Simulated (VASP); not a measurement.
Here is a VASP 6.6.1 calculation.

Contents of INCAR:

```
PREC = Accurate
ENCUT = 520
EDIFF = 1E-6
ISMEAR = 0
SIGMA = 0.15
LREAL = False
LASPH = True
NELM = 80
ALGO = Normal
ISIF = 2
LWAVE = False
LCHARG = False
GGA = PE
NBANDS = 20
```

KPOINTS

```
regular mesh
0
Gamma
  18 18 10
```

File POSCAR:

```
Ta2N
1.0
    3.1011400584      0.0000000000      0.0000000000
   -1.5505700292      2.6990944016      0.0000000000
    0.0000000000      0.0000000000      4.8818900414
Ta N
2 1
Direct
    0.6666666667      0.3333333333      0.7449050326
    0.3333333333      0.6666666667      0.2550949674
    0.0000000000      0.0000000000      0.0000000000
```

Potentials or basis: VASP PAW PBE potentials, release 64 (Ta_pv, N).

Command:

```sh
$ cat potpaw_PBE.64/Ta_pv/POTCAR potpaw_PBE.64/N/POTCAR > POTCAR
$ mpirun -np 1 vasp_std > vasp.out
```

Predict the largest force.

0.008 eV/Å.

Estimate the pressure.

-0.9 GPa.

Stress tensor (GPa, compression positive):
```
-0.38  0.00  0.00
 0.00 -1.81 -0.25
 0.00 -0.25 -0.65
```

Caveat: the cell differs from its parent crystal (strain +0.0050 x Voigt [0, 1, 0, 0, 0, 0]).
